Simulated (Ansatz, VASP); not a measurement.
# Two plane-wave programs on Rh

The input INCAR:

```
SYSTEM = Rh
ALGO = Normal
EDIFF = 1E-6
ENCUT = 520
GGA = PS
ISIF = 2
ISMEAR = -1
LASPH = .TRUE.
LCHARG = .FALSE.
LREAL = .FALSE.
LWAVE = .FALSE.
NBANDS = 22
NELM = 100
PREC = Accurate
SIGMA = 0.1
```

Contents of KPOINTS:

```
k-points
0
G
  15 15 8
  0 0 0
```

POSCAR

```
Rh
1.0
    2.7240781876      0.0000000000      0.0000000000
   -1.3620390938      2.3591209123      0.0000000000
    0.0000000000      0.0000000000      4.3940064017
Rh
2
Direct
    0.3333333333      0.6666666667      0.2500000000
    0.6666666667      0.3333333333      0.7500000000
```

Input for Ansatz:

```yaml
crystal:
  lattice:
    - [2.7240781876, 0.0, 0.0]
    - [-1.3620390938, 2.3591209123, 0.0]
    - [0.0, 0.0, 4.3940064017]
  atoms:
    - { symbol: Rh, position: [0.3333333333, 0.6666666667, 0.25] }
    - { symbol: Rh, position: [0.6666666667, 0.3333333333, 0.75] }
hamiltonian:
  xc: pbesol
  pseudopotentials:
    kind: paw
    azcp:
      Rh: "pseudopotentials/Rh.paw.azcp"
basis:
  ecutwfc: 420
  fft_grid_basis: typed
kpoints:
  mp_grid: { grid: [15, 15, 8], shift: [0, 0, 0] }
magnetization:
  spin_polarized: false
scf:
  occupations: { method: fermi_dirac, width: 0.1 }
  lower_state_search: "off"
output:
  stress: true
```

Alike in both runs: task single point; functional PBEsol; k mesh 15 × 15 × 8; occupations fermi-dirac, width 0.1 eV; no spin polarisation.

```csv
,VASP,Ansatz
version,VASP 6.6.1,Ansatz 0.2.0
potentials or method,"VASP PAW PBE potentials, release 64 (Rh_pv), cutoff 520 eV","plane waves (420 eV) with PAW, scalar-relativistic"
valence electrons in the cell,30,34
```

|  | VASP | Ansatz | Ansatz less VASP |
| --- | --- | --- | --- |
| pressure (GPa) | -10.4 | -10.3 | +0.09 |
| traceless stress, the component that is largest in VASP (GPa) | -0.42 | -0.44 | -0.015 |

VASP's potentials were made for PBE, not for PBEsol, and Ansatz warns of the same on its side. With one functional, cell and mesh, what is left measures potentials, basis and numerics. VASP's potentials hold 30 valence electrons a cell and Ansatz's 34, so a difference there can come from the potentials and not from the codes.
